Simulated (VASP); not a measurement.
Crystal: TiC.

```
CELL_PARAMETERS angstrom
0.00000 2.15000 2.15000
2.15000 0.00000 2.15000
2.15000 2.15000 0.00000
ATOMIC_POSITIONS crystal
Ti 0.00000 0.00000 0.00000
C 0.50000 0.50000 0.50000
```

| Property | Result |
| --- | --- |
| Program | VASP 6.6.1 |
| Task | relaxation of cell and atoms |
| Functional | LDA |
| Potentials or basis | VASP PAW LDA potentials, release 64 (Ti_sv, C) |
| Cutoff | 600 eV |
| k mesh | 16 × 16 × 16 |
| Occupations | gaussian, width 0.1 eV |
| Spin | no spin polarisation |

At the start: pressure -6.8 GPa; volume 9.94 Å³/atom.

Q: Where does the relaxation end?

A: Over 6 steps the energy falls by 5.4 meV/atom and the volume is 9.69 Å³/atom (-2.5 %); space group Fm-3m (No. 225, to 0.1 Å) before and after.

The path:
```tsv
step	energy change (eV)	largest force (eV/Å)	pressure (GPa)	volume (Å³)
1	0.0000	0.0000	-6.76	19.88
2	0.0115	0.0000	10.75	18.69
3	-0.0108	0.0000	-0.07	19.38
4	-0.0108	0.0000	0.07	19.37
5	-0.0108	0.0000	-0.09	19.38
6	-0.0108	0.0000	-0.02	19.38
```

Final structure:
```xyz
2
Lattice="0.0000 2.1319 2.1319 2.1319 0.0000 2.1319 2.1319 2.1319 0.0000" Properties=species:S:1:pos:R:3 pbc="T T T"
Ti    2.1319    2.1319    0.0000
C     2.1319    2.1319    2.1319
```
